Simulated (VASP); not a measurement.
# ZrAl3B3N in VASP: a series of runs

ZrAl3B3N is run at these levels: PBE; tasks: single point.

Everything below comes from runs of VASP 6.6.1. Logs are shortened: lines on timing, memory, paths and dates and some standing lists are left out, and cuts for length are marked.

## 1. The cell of the first run

The typed cell holds 8 atoms: a = 3.298 Å, b = 3.298 Å, c = 8.836 Å, α = 90.00°, β = 90.00°, γ = 89.92°.

## 2. Single point, PBE

INCAR reads:

```
SYSTEM = ZrAl3B3N
  PREC = Accurate
  ENCUT = 520
  EDIFF = 1E-6
  ISMEAR = 0
  SIGMA = 0.15
  LREAL = .FALSE.
  LASPH = .TRUE.
  NELM = 80
  ALGO = Normal
  ISIF = 2
  LWAVE = .FALSE.
  LCHARG = .FALSE.
  GGA = PE
  NBANDS = 28
```

KPOINTS reads:

```
Automatic mesh
0
G
  4 4 1
  0 0 0
```

POSCAR reads:

```
ZrAl3B3N
1.0
    2.3337849669     -2.3305426068      0.0000000000
    2.3337849669      2.3305426068      0.0000000000
    0.0000000000      0.0000000000      8.8356919316
Zr Al B N
1 3 3 1
Direct
    0.5000000000      0.5000000000      0.0000000000
    0.5000000000      0.5000000000      0.7083186883
    0.5000000000      0.5000000000      0.2916813117
    0.0000000000      0.0000000000      0.5000000000
    0.0000000000      0.0000000000      0.8115081669
    0.0000000000      0.0000000000      0.1884918331
    0.0000000000      0.0000000000      0.0000000000
    0.5000000000      0.5000000000      0.5000000000
```

Potentials or basis: VASP PAW PBE potentials, release 64 (Zr_sv, Al, B, N).

Command:

```bash
$ cat potpaw_PBE.64/Zr_sv/POTCAR potpaw_PBE.64/Al/POTCAR potpaw_PBE.64/B/POTCAR potpaw_PBE.64/N/POTCAR > POTCAR
$ mpirun -np 1 vasp_std > vasp.out
```

OUTCAR:

```text
SYSTEM = ZrAl3B3N
   PREC = Accurate
   ENCUT = 520
   EDIFF = 1E-6
   ISMEAR = 0
   LREAL = .FALSE.
   LASPH = .TRUE.
   NELM = 80
   ISIF = 2
   GGA = PE

 ion  position               nearest neighbor table
   1  0.500  0.500  0.000-   7 2.33   7 2.33   7 2.33   7 2.33   2 2.58   3 2.58   5 2.86   6 2.86
                             6 2.86   5 2.86   5 2.87   5 2.87   6 2.87   6 2.87
   2  0.500  0.500  0.708-   8 1.84   5 2.50   5 2.50   5 2.51   5 2.51   1 2.58   4 2.97   4 2.97
                             4 2.97   4 2.97
   3  0.500  0.500  0.292-   8 1.84   6 2.50   6 2.50   6 2.51   6 2.51   1 2.58   4 2.97   4 2.97
                             4 2.97   4 2.97
   4  0.000  0.000  0.500-   8 2.33   8 2.33   8 2.33   8 2.33   5 2.75   6 2.75   2 2.97   3 2.97
                             3 2.97   2 2.97   2 2.97   2 2.97   3 2.97   3 2.97
   5  0.000  0.000  0.812-   7 1.67   2 2.50   2 2.50   2 2.51   2 2.51   4 2.75   1 2.86   1 2.86
                             1 2.87   1 2.87
   6  0.000  0.000  0.188-   7 1.67   3 2.50   3 2.50   3 2.51   3 2.51   4 2.75   1 2.86   1 2.86
                             1 2.87   1 2.87
   7  0.000  0.000  0.000-   5 1.67   6 1.67   1 2.33   1 2.33   1 2.33   1 2.33
   8  0.500  0.500  0.500-   2 1.84   3 1.84   4 2.33   4 2.33   4 2.33   4 2.33

  LATTYP: Found a base centered orthorhombic cell.
 ALAT       =     4.6610852136
 B/A-ratio  =     1.0013912469
 C/A-ratio  =     1.8956297786

  Lattice vectors:

 A1 = (  -2.3337849669,  -2.3305426068,   0.0000000000)
 A2 = (   2.3337849669,  -2.3305426068,   0.0000000000)
 A3 = (   0.0000000000,   0.0000000000,   8.8356919316)

Analysis of symmetry for initial positions (statically):
=====================================================================
 Subroutine PRICEL returns:
 Original cell was already a primitive cell.

 Routine SETGRP: Setting up the symmetry group for a
 base centered orthorhombic supercell.

 Subroutine GETGRP returns: Found  8 space group operations
 (whereof  8 operations were pure point group operations)
 out of a pool of  8 trial point group operations.

The static configuration has the point symmetry D_2h.

Analysis of symmetry for dynamics (positions and initial velocities):
=====================================================================
 Subroutine PRICEL returns:
 Original cell was already a primitive cell.

 Routine SETGRP: Setting up the symmetry group for a
 base centered orthorhombic supercell.

 Subroutine GETGRP returns: Found  8 space group operations
 (whereof  8 operations were pure point group operations)
 out of a pool of  8 trial point group operations.

The dynamic configuration has the point symmetry D_2h.

 Subroutine INISYM returns: Found  8 space group operations
 (whereof  8 operations are pure point group operations),
 and found     1 'primitive' translations

----------------------------------------------------------------------------------------

                                     Primitive cell

  volume of cell :      96.1144

  direct lattice vectors                    reciprocal lattice vectors
     2.333784967 -2.330542607  0.000000000     0.214244246 -0.214542312  0.000000000
     2.333784967  2.330542607  0.000000000     0.214244246  0.214542312  0.000000000
     0.000000000  0.000000000  8.835691932     0.000000000  0.000000000  0.113177328

  length of vectors
     3.298178454  3.298178454  8.835691932     0.303197956  0.303197956  0.113177328

  position of ions in fractional coordinates (direct lattice)
     0.500000000  0.500000000  0.000000000
     0.500000000  0.500000000  0.708318688
     0.500000000  0.500000000  0.291681312
     0.000000000  0.000000000  0.500000000
     0.000000000  0.000000000  0.811508167
     0.000000000  0.000000000  0.188491833
     0.000000000  0.000000000  0.000000000
     0.500000000  0.500000000  0.500000000

  ion indices of the primitive-cell ions
   primitive index   ion index
                 1           1
                 2           2
                 3           3
                 4           4
                 5           5
                 6           6
                 7           7
                 8           8

----------------------------------------------------------------------------------------

 KPOINTS: Automatic mesh

Automatic generation of k-mesh.
 Grid dimensions read from file:
 generate k-points for:    4    4    1

 Generating k-lattice:

  Cartesian coordinates                     Fractional coordinates (reciprocal lattice)
     0.053561061 -0.053635578  0.000000000     0.250000000  0.000000000  0.000000000
     0.053561061  0.053635578  0.000000000     0.000000000  0.250000000  0.000000000
     0.000000000  0.000000000  0.113177328     0.000000000  0.000000000  1.000000000

  Length of vectors
     0.075799489  0.075799489  0.113177328

  Shift w.r.t. Gamma in fractional coordinates (k-lattice)
     0.000000000  0.000000000  0.000000000

 Subroutine IBZKPT returns following result:
 ===========================================

 Found      7 irreducible k-points:

 Following reciprocal coordinates:
            Coordinates               Weight
  0.000000  0.000000  0.000000      1.000000
  0.250000 -0.000000  0.000000      4.000000
  0.500000 -0.000000  0.000000      2.000000
  0.250000  0.250000  0.000000      2.000000
  0.500000  0.250000  0.000000      4.000000
 -0.250000  0.250000  0.000000      2.000000
  0.500000  0.500000  0.000000      1.000000
   k-points           NKPTS =      7   k-points in BZ     NKDIM =      7   number of bands    NBANDS=     28
   number of dos      NEDOS =    301   number of ions     NIONS =      8
   total plane-waves  NPLWV =  54880
   dimension x,y,z NGX =    28 NGY =   28 NGZ =   70
   dimension x,y,z NGXF=    56 NGYF=   56 NGZF=  140
   ions per type =               1   3   3   1
   NGX,Y,Z   is equivalent  to a cutoff of  14.11, 14.11, 13.17 a.u.
   NGXF,Y,Z  is equivalent  to a cutoff of  28.23, 28.23, 26.34 a.u.
 SYSTEM =  ZrAl3B3N
   PREC   = accura    normal or accurate (medium, high low for compatibility)
   ISTART =      0    job   : 0-new  1-cont  2-samecut
   ICHARG =      2    charge: 1-file 2-atom 10-const
   ISPIN  =      1    spin polarized calculation?
   LNONCOLLINEAR =      F non collinear calculations
   LSORBIT =      F    spin-orbit coupling
   LASPH  =      T    aspherical Exc in radial PAW
   ENCUT  =  520.0 eV  38.22 Ry    6.18 a.u.   6.13  6.13 16.43*2*pi/ulx,y,z
   NELM   =     80;   NELMIN=  2; NELMDL= -5     # of ELM steps
   EDIFF  = 0.1E-05   stopping-criterion for ELM
   LREAL  =      F    real-space projection
   EDIFFG = 0.1E-04   stopping-criterion for IOM
   NSW    =      0    number of steps for IOM
   IBRION =     -1    ionic relax: 0-MD 1-quasi-New 2-CG
   NFREE  =      0    steps in history (QN), initial steepest desc. (CG)
   ISIF   =      2    stress and relaxation
   ISYM   =      2    0-nonsym 1-usesym 2-fastsym
   POTIM  = 0.5000    time-step for ionic-motion
   TEBEG  =    0.0;   TEEND  =   0.0 temperature during run
   PSTRESS=    0.0 pullay stress
   NELECT =      35.0000    total number of electrons
   NUPDOWN=      -1.0000    fix difference up-down
   EMIN   =  10.00;   EMAX   =-10.00  energy-range for DOS
   EFERMI =   0.00;   METHOD = LEGACY
   ISMEAR =     0;   SIGMA  =   0.15  broadening in eV -4-tet -1-fermi 0-gaus
   EFERMI_NEDOS =   21; number of points for ismear=-14 and -15
   IALGO  =     38    algorithm
   IMIX   =      4    mixing-type and parameters
     AMIX     =   0.40;   BMIX     =  1.00
     AMIX_MAG =   1.60;   BMIX_MAG =  1.00
  volume/ion in A,a.u.               =      12.01        81.08
  Fermi-wavevector in a.u.,A,eV,Ry     =   1.169054  2.209192 18.594920  1.366688
  Thomas-Fermi vector in A             =   2.305532
   LORBIT       =      0    0 simple, 1 ext, 2 COOP (PROOUT), +10 PAW based schemes
   GGA     = PE    functional components
   LHFCALC =     F    Hartree Fock is set to
   AEXX    =    0.0000 exact exchange contribution
   IVDW    =     0    specifies the selected vdW correction
   LEPSILON=     F    determine dielectric tensor
   LRPA    =     F    only Hartree local field effects (RPA)
 non-spin polarized calculation
 Gauss-broadening in eV      SIGMA  =   0.15
  energy-cutoff  :      520.00
  volume of cell :       96.11
 maximum number of plane-waves:      2625
 NGX is ok and might be reduce to    28
   NGX = 13   NGY = 13   NGZ = 33

 number of electron      35.0000001 magnetization

 Free energy of the ion-electron system (eV)
  ---------------------------------------------------
  ext. energy  EPLUGINS =         0.00000000
  ---------------------------------------------------
  free energy    TOTEN  =       -48.16764112 eV

  energy without entropy =      -48.14322074  energy(sigma->0) =      -48.15543093

 E-fermi :   8.8067     XC(G=0): -11.1044

 val. band max:        8.7452836668   @ k =   0.5000   0.2500   0.0000
 cond. band min:       8.9460833394   @ k =   0.5000  -0.0000   0.0000
 fundamental gap:      0.2007996726
 Fermi energy:         8.8067241462

 k-point     1 :       0.0000    0.0000    0.0000
  band No.  band energies     occupation
      1     -40.0410      2.00000
      2     -18.3633      2.00000
      3     -17.9663      2.00000
      4     -17.9647      2.00000
      5      -8.5292      2.00000
      6      -2.7643      2.00000
[... 20 lines left out ...]
     27      12.8843      0.00000
     28      13.5806      0.00000

 k-point     2 :       0.2500   -0.0000    0.0000
  band No.  band energies     occupation
      1     -40.0221      2.00000
      2     -18.3324      2.00000
      3     -18.2197      2.00000
      4     -17.9311      2.00000
      5      -8.2007      2.00000
      6      -1.9652      2.00000
[... 20 lines left out ...]
     27      14.0695      0.00000
     28      15.0645      0.00000

 k-point     3 :       0.5000   -0.0000    0.0000
  band No.  band energies     occupation
      1     -40.0032      2.00000
      2     -18.4619      2.00000
      3     -18.3011      2.00000
      4     -17.8963      2.00000
      5      -7.8098      2.00000
      6      -0.9615      2.00000
[... 20 lines left out ...]
     27      14.4682      0.00000
     28      15.0688      0.00000

 k-point     4 :       0.2500    0.2500    0.0000
  band No.  band energies     occupation
      1     -40.0032      2.00000
      2     -18.3039      2.00000
      3     -18.1873      2.00000
      4     -18.1734      2.00000
      5      -7.9105      2.00000
      6      -1.4342      2.00000
[... 20 lines left out ...]
     27      14.2448      0.00000
     28      14.5593      0.00000

 k-point     5 :       0.5000    0.2500    0.0000
  band No.  band energies     occupation
      1     -39.9843      2.00000
      2     -18.4185      2.00000
      3     -18.2752      2.00000
      4     -18.1406      2.00000
      5      -7.5723      2.00000
      6      -0.8478      2.00000
[... 20 lines left out ...]
     27      14.4893      0.00000
     28      14.5053      0.00000

 k-point     6 :      -0.2500    0.2500    0.0000
  band No.  band energies     occupation
      1     -40.0032      2.00000
      2     -18.3038      2.00000
      3     -18.1884      2.00000
      4     -18.1725      2.00000
      5      -7.9095      2.00000
      6      -1.4285      2.00000
[... 20 lines left out ...]
     27      14.2493      0.00000
     28      14.5521      0.00000

 k-point     7 :       0.5000    0.5000    0.0000
  band No.  band energies     occupation
      1     -39.9652      2.00000
      2     -18.3746      2.00000
      3     -18.3744      2.00000
      4     -18.2490      2.00000
      5      -7.3038      2.00000
      6      -1.0620      2.00000
[... 20 lines left out ...]
     27      14.3124      0.00000
     28      14.3384      0.00000

------------------------ aborting loop because EDIFF is reached ----------------------------------------

  FORCE on cell =-STRESS in cart. coord.  units (eV):
  Direction    XX          YY          ZZ          XY          YZ          ZX
  --------------------------------------------------------------------------------------
  -------------------------------------------------------------------------------------
  Total       -0.1420500     -0.0027161      0.0416832     -0.0000000      0.0000000      0.0000000
  in kB       -2.3679002     -0.0452752      0.6948367     -0.0000000      0.0000000      0.0000000
  external PRESSURE =      -0.5727796 kB  Pullay stress =       0.0000000 kB

 VOLUME and BASIS-vectors are now :
 -----------------------------------------------------------------------------
  energy-cutoff  :      520.00
  volume of cell :       96.11
      direct lattice vectors                 reciprocal lattice vectors
     2.333784967 -2.330542607  0.000000000     0.214244246 -0.214542312  0.000000000
     2.333784967  2.330542607  0.000000000     0.214244246  0.214542312  0.000000000
     0.000000000  0.000000000  8.835691932     0.000000000  0.000000000  0.113177328

 POSITION                                       TOTAL-FORCE (eV/Angst)
 -----------------------------------------------------------------------------------
      2.33378      0.00000      0.00000        -0.000000     -0.000000      0.000000
      2.33378      0.00000      6.25849         0.000000      0.000000     -0.007216
      2.33378      0.00000      2.57721        -0.000000      0.000000      0.007216
      0.00000      0.00000      4.41785        -0.000000      0.000000      0.000000
      0.00000      0.00000      7.17024        -0.000000      0.000000     -0.026573
      0.00000      0.00000      1.66546         0.000000      0.000000      0.026573
      0.00000      0.00000      0.00000        -0.000000      0.000000      0.000000
      2.33378      0.00000      4.41785        -0.000000      0.000000      0.000000
 -----------------------------------------------------------------------------------
    total drift:                                0.000000      0.000000     -0.000000

  FREE ENERGIE OF THE ION-ELECTRON SYSTEM (eV)
  ---------------------------------------------------
  free  energy   TOTEN  =       -48.1676411172 eV

  energy  without entropy=      -48.1432207418  energy(sigma->0) =      -48.15543093
```

Run time: 22 s. Hardware: 1 thread of AMD EPYC 7R13 (Zen 3), shared host; peak memory 0.2 GiB.

What came out:

```yaml
Free_energy: -48.1676 eV
Pressure: -0.1 GPa
Largest_force: 0.027 eV/Å
```

Forces in eV/Å, atoms in the order of the input:
```
Zr   0.000  0.000  0.000
Al   0.000  0.000 -0.007
Al   0.000  0.000  0.007
Al   0.000  0.000  0.000
B    0.000  0.000 -0.027
B    0.000  0.000  0.027
B    0.000  0.000  0.000
N    0.000  0.000  0.000
```

Caveat: the k points lie up to 0.71 Å⁻¹ apart.

## 3. Single point, PBE

This run uses another cell than the first one, of 17.14 Å³/atom, 1.427 times its volume.

INCAR reads:

```
ALGO = Normal
EDIFF = 1E-7
ENCUT = 520
GGA = PE
ISIF = 2
ISMEAR = 0
LASPH = True
LCHARG = False
LREAL = False
LWAVE = False
NBANDS = 28
NELM = 100
PREC = Accurate
SIGMA = 0.15
```

KPOINTS reads:

```
k-points
0
Gamma
  3 3 2
```

POSCAR reads:

```
ZrAl3B3N
1.0
    4.2938789150      0.0000000000      0.0000000000
    0.0000000000      4.2938789150      0.0000000000
    0.0000000000      0.0000000000      7.4387426853
Zr Al B N
1 3 3 1
Direct
    0.0000000000      0.0000000000      0.5000000000
    0.0000000000      0.0000000000      0.0000000000
    0.5000000000      0.5000000000      0.2321734253
    0.5000000000      0.5000000000      0.7678265747
    0.5000000000      0.0000000000      0.5000000000
    0.0000000000      0.5000000000      0.5000000000
    0.5000000000      0.5000000000      0.5000000000
    0.5000000000      0.5000000000      0.0000000000
```

Potentials or basis: VASP PAW PBE potentials, release 64 (Zr_sv, Al, B, N).

Command:

```bash
$ cat potpaw_PBE.64/Zr_sv/POTCAR potpaw_PBE.64/Al/POTCAR potpaw_PBE.64/B/POTCAR potpaw_PBE.64/N/POTCAR > POTCAR
$ mpirun -np 1 vasp_std > vasp.out
```

Wall time 23 s (1 thread of AMD EPYC 7R13 (Zen 3), shared host); peak memory 0.2 GiB.

Results (log left out):

```yaml
Free_energy: -40.4790 eV
Pressure: 0.2 GPa
Largest_force: 0.006 eV/Å
```

Forces on the atoms (eV/Å):
```
Zr   0.000  0.000  0.000
Al   0.000  0.000  0.000
Al   0.000  0.000  0.006
Al   0.000  0.000 -0.006
B    0.000  0.000  0.000
B    0.000  0.000  0.000
B    0.000  0.000  0.000
N    0.000  0.000  0.000
```

Stress tensor (GPa, compression positive):
```
 0.28  0.00  0.00
 0.00  0.28  0.00
 0.00  0.00 -0.06
```

Levels at points of the mesh, in eV from the Fermi level:
```tsv
k point	band 14	band 15	band 16	band 17	band 18	band 19	band 20	band 21
(0.00, 0.00, 0.00)	-3.13	-2.31	-0.34	0.00	0.00	0.18	0.29	0.29
(0.00, 0.00, 0.50)	-3.26	-2.22	-1.72	0.19	0.27	0.27	0.29	1.55
```

Caveat: the k points lie up to 0.49 Å⁻¹ apart.

(Continued in part 2 of 2.)
